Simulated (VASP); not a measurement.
A run of VASP 6.6.1 is set up as follows.

Contents of INCAR:

```
SYSTEM = Be4C
PREC = Accurate ; ENCUT = 600
EDIFF = 1E-6 ; ISMEAR = 0
SIGMA = 0.1 ; LREAL = .FALSE.
LASPH = .TRUE. ; NELM = 100
ALGO = Normal ; ISIF = 3
LWAVE = .FALSE. ; LCHARG = .FALSE.
GGA = PE ; IBRION = 2
NSW = 100 ; EDIFFG = -0.01
```

Contents of KPOINTS:

```
Automatic mesh
0
G
  14 14 14
  0 0 0
```

POSCAR

```
Be4C
1.0
   -2.2146073911      2.2146073911      1.9012244892
    2.2146073911     -2.2146073911      1.9012244892
    2.2146073911      2.2146073911     -1.9012244892
Be C
4 1
Direct
    0.5810879578      0.0810879578      0.1621759156
    0.9189120422      0.4189120422      0.8378240844
    0.0810879578      0.9189120422      0.5000000000
    0.4189120422      0.5810879578      0.5000000000
    0.0000000000      0.0000000000      0.0000000000
```

Potentials or basis: VASP PAW PBE potentials, release 64 (Be, C).

Launch:

```bash
$ cat potpaw_PBE.64/Be/POTCAR potpaw_PBE.64/C/POTCAR > POTCAR
$ mpirun -np 1 vasp_std > vasp.out
```

Question: Predict the space group after relaxing (to 0.05 Å).

Answer: I422 (No. 97).

Question: What does it give for the relaxed cell?

Answer: a = 3.665 Å, b = 3.665 Å, c = 3.665 Å, α = 105.44°, β = 105.44°, γ = 117.89°.

Question: Estimate the relaxed volume.

Answer: 7.46 Å³/atom.

Final structure:
```yaml
crystal:
  lattice:
    - [-2.22035, 2.22035, 1.89101]
    - [2.22035, -2.22035, 1.89101]
    - [2.22035, 2.22035, -1.89101]
  atoms:
    - { symbol: Be, position: [0.58218, 0.08218, 0.16436] }
    - { symbol: Be, position: [0.91782, 0.41782, 0.83564] }
    - { symbol: Be, position: [0.08218, 0.91782, 0.50000] }
    - { symbol: Be, position: [0.41782, 0.58218, 0.50000] }
    - { symbol: C, position: [0.00000, 0.00000, 0.00000] }
```
